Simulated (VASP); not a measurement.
Crystal: Al3Cu2.

```
Al Cu
1.0
     4.09195    0.00000    0.00000
    -2.04598    3.54373    0.00000
     0.00000    0.00000    4.99278
Al Cu
3 2
Direct
  0.00000 0.00000 0.00000
  0.33333 0.66667 0.34993
  0.66667 0.33333 0.65007
  0.33333 0.66667 0.83951
  0.66667 0.33333 0.16049
```

Program: VASP 6.6.1. Alike in all runs: task single point; potentials or basis VASP PAW PBE potentials, release 64 (Al, Cu); no spin polarisation; cell as given; k mesh 12 × 12 × 8; cutoff (eV) 520.

Order these runs on this cell by their pressure, lowest first.
A. level PBEsol; smearing fermi-dirac 0.3 eV
B. level PBEsol+D3(BJ); smearing gaussian 0.1 eV
C. level PBEsol; smearing gaussian 0.02 eV

B (-3.8 GPa), C (-1.2 GPa), A (1.5 GPa).

Caveats: the PAW data sets were made with another functional, which shifts forces and pressure a little; three body term missing (some runs); pairwise dispersion overbinds metals, which lowers pressure and volume (some runs).
